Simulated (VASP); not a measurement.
Runs of VASP 6.6.1 on SiC. The structure is that of space group P6_3mc (No. 186), or close to it. The cells are those of the table. 

```csv
cell,gap on the mesh (eV),pressure (GPa),largest force (eV/Å)
"a = 3.324, b = 3.324, c = 10.480 Å, angles 90.0, 90.0, 120.0°, 8 atoms",2.34,-29.7,0.07
"a = 3.078, b = 3.078, c = 10.883 Å, angles 90.0, 90.0, 120.0°, 8 atoms",(b),-13.5,0.14
"a = 3.324, b = 3.324, c = 9.674 Å, angles 90.0, 90.0, 120.0°, 8 atoms",1.90,(c),1.10
"a = 3.201, b = 3.201, c = 10.077 Å, angles 90.0, 90.0, 120.0°, 8 atoms",2.44,-15.1,0.28
"a = 3.201, b = 3.201, c = 10.883 Å, angles 90.0, 90.0, 120.0°, 8 atoms",2.34,-25.7,(a)
"a = 3.324, b = 3.324, c = 9.271 Å, angles 90.0, 90.0, 120.0°, 8 atoms",1.67,-6.8,2.36
"a = 3.324, b = 3.324, c = 10.883 Å, angles 90.0, 90.0, 120.0°, 8 atoms",2.42,-33.2,0.06
"a = 3.324, b = 3.324, c = 10.077 Å, angles 90.0, 90.0, 120.0°, 8 atoms",2.13,-24.6,0.39
```

Alike in all rows: task single point; level r2SCAN; potentials or basis VASP PAW PBE potentials, release 64 (Si, C); no spin polarisation; k mesh 12 × 12 × 4; cutoff (eV) 520; smearing gaussian 0.05 eV.

Task: Fill in the values left out.

Result: (a) 0.08; (b) 2.16; (c) -17.2.

Caveats: the PAW data sets were made with another functional, which shifts forces and pressure a little.

A k mesh can miss the band edges.
